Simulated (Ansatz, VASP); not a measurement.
## One calculation of InP, two programs

File INCAR:

```
PREC = Accurate
ENCUT = 520
EDIFF = 1E-6
ISMEAR = 0
SIGMA = 0.05
LREAL = False
LASPH = True
NELM = 100
ALGO = Normal
ISIF = 2
LWAVE = False
LCHARG = True
GGA = CA
LELF = True
LVHAR = True
NBANDS = 16
```

File KPOINTS:

```
regular mesh
0
Gamma
  12 12 12
```

POSCAR

```
InP
1.0
    0.0000000000      2.7728213749      2.9463621028
    2.9463621028      0.0000000000      2.9463621028
    2.9463621028      2.7728213749      0.0000000000
In P
1 1
Direct
    0.0000000000      0.0000000000      0.0000000000
    0.7500000000      0.7500000000      0.7500000000
```

Input for Ansatz:

```yaml
crystal:
  lattice:
    - [0.0, 2.7728213749, 2.9463621028]
    - [2.9463621028, 0.0, 2.9463621028]
    - [2.9463621028, 2.7728213749, 0.0]
  atoms:
    - { symbol: In, position: [0.0, 0.0, 0.0] }
    - { symbol: P, position: [0.75, 0.75, 0.75] }
basis:
  ecutwfc: 420
kpoints:
  mp_grid: { grid: [12, 12, 12] }
hamiltonian:
  xc: lda
  pseudopotentials: { kind: paw, azcp: { folder: soft_1 } }
scf:
  occupations: { method: gaussian, width: 0.05 }
output:
  forces: true
  stress: true
  eigenvalues: true
```

Alike in both runs: task single point; functional LDA; k mesh 12 × 12 × 12; occupations gaussian, width 0.05 eV; no spin polarisation.

|  | VASP | Ansatz |
| --- | --- | --- |
| version | VASP 6.6.1 | Ansatz 0.2.0 |
| potentials or method | VASP PAW LDA potentials, release 64 (In_d, P), cutoff 520 eV | scalar-relativistic, plane waves, PAW |
| valence electrons in the cell | 18 | 18 |

VASP gave:

- gap on the k mesh at the Fermi level (eV): 0.56
- least direct gap on the mesh (eV): 0.56
- pressure (GPa): 2.0
- traceless stress, the component that is largest in VASP (GPa): 1.51

Question: What did Ansatz give for the same quantities?

Answer: gap on the k mesh at the Fermi level (eV): 0.53; least direct gap on the mesh (eV): 0.53; pressure (GPa): 1.9; traceless stress, the component that is largest in VASP (GPa): 1.52.

Ansatz warns that its potentials were made for another functional, while VASP's fit it. LDA's correlation is that of Perdew and Zunger in VASP and of Perdew and Wang (1992) in Ansatz.
